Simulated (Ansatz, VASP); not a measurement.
One calculation of SnO, two programs

INCAR

```
PREC     = Accurate       # precision mode
ENCUT    = 520            # plane-wave cutoff, eV
EDIFF    = 1E-6           # SCF threshold, eV
ISMEAR   = -1             # smearing method
SIGMA    = 0.01           # smearing width, eV
LREAL    = F              # projectors in reciprocal space
LASPH    = T              # aspherical terms in the spheres
NELM     = 60             # most SCF steps
ALGO     = Normal         # electronic algorithm
ISIF     = 2              # what is computed and relaxed
LWAVE    = F              # write WAVECAR
LCHARG   = F              # write CHGCAR
GGA      = PE             # functional
NBANDS   = 28             # bands
```

The input KPOINTS:

```
regular mesh
0
Gamma
  8 8 6
```

File POSCAR:

```
SnO
1.0
    3.8020000000      0.0000000000      0.0000000000
    0.0000000000      3.8020000000      0.0000000000
    0.0000000000      0.0000000000      4.6909200000
Sn O
2 2
Direct
    0.0000000000      0.5000000000      0.2385000000
    0.5000000000      0.0000000000      0.7615000000
    0.0000000000      0.0000000000      0.0000000000
    0.5000000000      0.5000000000      0.0000000000
```

Input for Ansatz:

```yaml
crystal:
  lattice:
    - [3.802, 0.0, 0.0]
    - [0.0, 3.802, 0.0]
    - [0.0, 0.0, 4.69092]
  atoms:
    - { symbol: Sn, position: [0.0, 0.5, 0.2385] }
    - { symbol: Sn, position: [0.5, 0.0, 0.7615] }
    - { symbol: O, position: [0.0, 0.0, 0.0] }
    - { symbol: O, position: [0.5, 0.5, 0.0] }
kpoints:
  mp_grid: { grid: [8, 8, 6] }
  band_path:
    path:
      - [0.0, 0.0, 0.0]
      - [0.0, 0.5, 0.0]
      - [0.5, 0.5, 0.0]
      - [0.0, 0.0, 0.0]
      - [0.0, 0.0, 0.5]
      - [0.0, 0.5, 0.5]
      - [0.5, 0.5, 0.5]
      - [0.0, 0.0, 0.5]
      - [0.0, 0.5, 0.0]
    npoints: 5
scf:
  occupations: { method: fermi_dirac, width: 0.01 }
hamiltonian:
  xc: pbe
  pseudopotentials: { kind: all_electron, lapw: { basis_error: 0.001 } }
output:
  forces: true
  stress: true
  eigenvalues: true
```

Change from the starting cell: zz strain of -3 %.

Alike in both runs: task single point; functional PBE; k mesh 8 × 8 × 6; occupations fermi-dirac, width 0.01 eV; no spin polarisation.

|  | VASP | Ansatz |
| --- | --- | --- |
| version | VASP 6.6.1 | Ansatz 0.2.0 |
| potentials or method | VASP PAW PBE potentials, release 64 (Sn_d, O), cutoff 520 eV | all-electron LAPW, scalar-relativistic |

|  | VASP | Ansatz | Ansatz less VASP |
| --- | --- | --- | --- |
| pressure (GPa) | 7.3 | 7.0 | -0.31 |
| traceless stress, the component that is largest in VASP (GPa) | 0.07 | 0.08 | +0.011 |
| rms of the force components (eV/Å) | 0.404 | 0.365 | -0.0389 |

Atom by atom the forces differ by 0.039 eV/Å (rms over components). Ansatz ran all-electron here, and VASP with PAW potentials.
